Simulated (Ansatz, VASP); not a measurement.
# Two plane-wave programs on In2O3

```xyz
10
Lattice="2.9494 1.7028 4.5991 -2.9494 1.7028 4.5991 0.0000 -3.4056 4.5991" Properties=species:S:1:pos:R:3 pbc="T T T"
In    0.0000    0.0000    4.9350
In    0.0000    0.0000    1.9637
In    0.0000    0.0000    8.8623
In    0.0000    0.0000   11.8336
O    -1.2061    1.7028    8.0484
O    -0.8716   -1.8959    8.0484
O     2.0777    0.1931    8.0484
O     1.2061   -1.7028    5.7489
O     0.8716    1.8959    5.7489
O    -2.0777   -0.1931    5.7489
```

Change from the starting cell: strain +0.080 along x and y, -0.040 along z, atoms carried along.

Alike in both runs: task single point; functional LDA; k mesh 6 × 6 × 6; occupations gaussian, width 0.05 eV; no spin polarisation.

|  | VASP | Ansatz |
| --- | --- | --- |
| version | VASP 6.6.1 | Ansatz 0.2.0 |
| potentials or method | VASP PAW LDA potentials, release 64 (In_d, O), cutoff 520 eV | scalar-relativistic, plane waves, PAW |
| valence electrons in the cell | 88 | 88 |

Ansatz gave:

- gap on the k mesh at the Fermi level (eV): 0.19
- least direct gap on the mesh (eV): 0.37
- pressure (GPa): -17.2
- traceless stress, the component that is largest in VASP (GPa): 13.23
- rms of the force components (eV/Å): 0.161

Q: What did VASP give for the same quantities?

A: gap on the k mesh at the Fermi level (eV): 0.21; least direct gap on the mesh (eV): 0.39; pressure (GPa): -16.8; traceless stress, the component that is largest in VASP (GPa): 13.18; rms of the force components (eV/Å): 0.168.

LDA's correlation is that of Perdew and Zunger in VASP and of Perdew and Wang (1992) in Ansatz. Atom by atom the forces differ by 0.008 eV/Å (rms over components).
